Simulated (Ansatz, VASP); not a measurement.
SnO2 in VASP and in Ansatz

Contents of INCAR:

```
PREC = Accurate
ENCUT = 520
EDIFF = 1E-6
ISMEAR = 0
SIGMA = 0.05
LREAL = F
LASPH = T
NELM = 80
ALGO = Normal
ISIF = 2
LWAVE = F
LCHARG = T
GGA = PE
IVDW = 12
LELF = T
LVHAR = T
NBANDS = 35
```

KPOINTS

```
Automatic mesh
0
Gamma
  12 12 4
```

File POSCAR:

```
SnO2
1.0
    3.1845270180      0.0000000000      0.0000000000
   -1.5922635090      2.7578812966      0.0000000000
    0.0000000000      0.0000000000     10.2472985135
Sn O
2 4
Direct
   -0.0389919738      0.0000000000      0.5000000000
    0.0389919738      0.0000000000      0.0000000000
    0.6271796222      0.3333333333      0.4017901351
    0.7061537111      0.3333333333      0.0982098649
    0.2938462889      0.6666666667      0.5982098649
    0.3728203778      0.6666666667      0.9017901351
```

Input for Ansatz:

```yaml
crystal:
  lattice:
    - [3.184527018, 0.0, 0.0]
    - [-1.592263509, 2.7578812966, 0.0]
    - [0.0, 0.0, 10.2472985135]
  atoms:
    - { symbol: Sn, position: [-0.0389919738, 0.0, 0.5] }
    - { symbol: Sn, position: [0.0389919738, 0.0, 0.0] }
    - { symbol: O, position: [0.6271796222, 0.3333333333, 0.4017901351] }
    - { symbol: O, position: [0.7061537111, 0.3333333333, 0.0982098649] }
    - { symbol: O, position: [0.2938462889, 0.6666666667, 0.5982098649] }
    - { symbol: O, position: [0.3728203778, 0.6666666667, 0.9017901351] }
basis:
  ecutwfc: 520.0
kpoints:
  mp_grid: { grid: [12, 12, 4] }
hamiltonian:
  xc: pbe
  dispersion: d3bj
scf:
  occupations: { method: gaussian, width: 0.05 }
output:
  forces: true
  stress: true
  eigenvalues: true
```

Change from the starting cell: mode 1 frozen in at -0.127 Å, equal normal strain along x, y and z -0.0083.

Alike in both runs: task single point; functional PBE; dispersion D3(BJ); k mesh 12 × 12 × 4; occupations gaussian, width 0.05 eV; no spin polarisation.

|  | VASP | Ansatz |
| --- | --- | --- |
| version | VASP 6.6.1 | Ansatz 0.2.0 |
| potentials or method | VASP PAW PBE potentials, release 64 (Sn_d, O), cutoff 520 eV | scalar-relativistic, plane waves, PAW |
| valence electrons in the cell | 52 | 52 |

```tsv
	VASP	Ansatz	Ansatz less VASP
gap on the k mesh at the Fermi level (eV)	2.22	2.25	+0.026
least direct gap on the mesh (eV)	2.63	2.64	+0.020
pressure (GPa)	4.2	3.6	-0.62
traceless stress, the component that is largest in VASP (GPa)	-1.89	-1.52	+0.377
rms of the force components (eV/Å)	0.164	0.136	-0.0273
```

Atom by atom the forces differ by 0.027 eV/Å (rms over components).
